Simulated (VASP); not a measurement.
Write the native input for VASP 6.6.1 that does the following.

```
Task                   : single point
Functional             : PBEsol
Potentials or basis    : VASP PAW PBE potentials, release 64 (Mg, Tl_d)
Cutoff                 : 520 eV
k mesh                 : 5 × 5 × 5
Occupations            : methfessel-paxton, width 0.1 eV
Spin                   : no spin polarisation
Dipole correction      : no
Further INCAR settings : ALGO = Normal; EDIFF = 1e-06; NBANDS = 14
```

The structure of MgTl lies in POSCAR:

```
MgTl
1.0
    3.6280000000      0.0000000000      0.0000000000
    0.0000000000      3.6280000000      0.0000000000
    0.0000000000      0.0000000000      3.6280000000
Mg Tl
1 1
Direct
    0.0200000000      0.0000000000      0.0000000000
    0.5000000000      0.5000000000      0.5000000000
```

These files were run (other wordings do the same):

INCAR

```
ALGO = Normal
EDIFF = 1E-6
ENCUT = 520
GGA = PS
ISIF = 2
ISMEAR = 1
LASPH = T
LCHARG = F
LREAL = F
LWAVE = F
NBANDS = 14
NELM = 60
PREC = Accurate
SIGMA = 0.1
```

KPOINTS

```
k-points
0
Gamma
  5 5 5
```

Potentials or basis: VASP PAW PBE potentials, release 64 (Mg, Tl_d).

Run with:

```sh
$ cat potpaw_PBE.64/Mg/POTCAR potpaw_PBE.64/Tl_d/POTCAR > POTCAR
$ mpirun -np 1 vasp_std > vasp.out
```

Results of the run:

The pressure is -0.2 GPa and the largest force is 0.122 eV/Å.

Caveat: the PAW data sets were made with another functional, which shifts forces and pressure a little.

It took 4.8 s on 1 thread of Intel(R) Xeon(R) 6975P-C (Granite Rapids) (shared host), peak memory 0.16 GiB.
